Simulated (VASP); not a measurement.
Set up this calculation in VASP 6.6.1, as the native input.

```yaml
Task: single point
Functional: LDA
Potentials_or_basis: VASP PAW LDA potentials, release 64 (H, Br, O)
Cutoff: 520 eV
k_mesh: 6 × 6 × 6
Occupations: methfessel-paxton, width 0.02 eV
Spin: no spin polarisation
Dipole_correction: no
Further_INCAR_settings: ALGO = Normal; EDIFF = 1e-07; NBANDS = 16
```

The structure of H3BrO lies in POSCAR:

```
H3BrO
1.0
    3.4864190000     -2.4762090000      0.0000000000
    3.4864190000      2.4762090000      0.0000000000
   -1.7143410000      0.0000000000      4.0845760000
H Br O
3 1 1
Direct
    0.3144720000      0.3144720000      0.3524410000
    0.6426750000      0.3079420000      0.6800360000
    0.3079420000      0.6426750000      0.6800360000
    0.0160870000      0.0160870000      0.9886600000
    0.4602420000      0.4602420000      0.5362860000
```

The input as run:

INCAR

```
SYSTEM = H3BrO
  PREC = Accurate
  ENCUT = 520
  EDIFF = 1E-7
  ISMEAR = 1
  SIGMA = 0.02
  LREAL = .FALSE.
  LASPH = .TRUE.
  NELM = 80
  ALGO = Normal
  ISIF = 2
  LWAVE = .FALSE.
  LCHARG = .FALSE.
  GGA = CA
  NBANDS = 16
```

KPOINTS

```
regular mesh
0
G
  6 6 6
  0 0 0
```

Potentials or basis: VASP PAW LDA potentials, release 64 (H, Br, O).

Run with:

```sh
$ cat potpaw_LDA.64/H/POTCAR potpaw_LDA.64/Br/POTCAR potpaw_LDA.64/O/POTCAR > POTCAR
$ mpirun -np 1 vasp_std > vasp.out
```

Results of the run:

```json
{"Pressure": "-1.2 GPa", "Largest force": "0.405 eV/Å", "Band gap on the k mesh": "4.06 eV, direct"}
```

It took 2.4 min on 1 thread of AMD EPYC 7R13, on a shared host, peak memory 0.18 GiB.
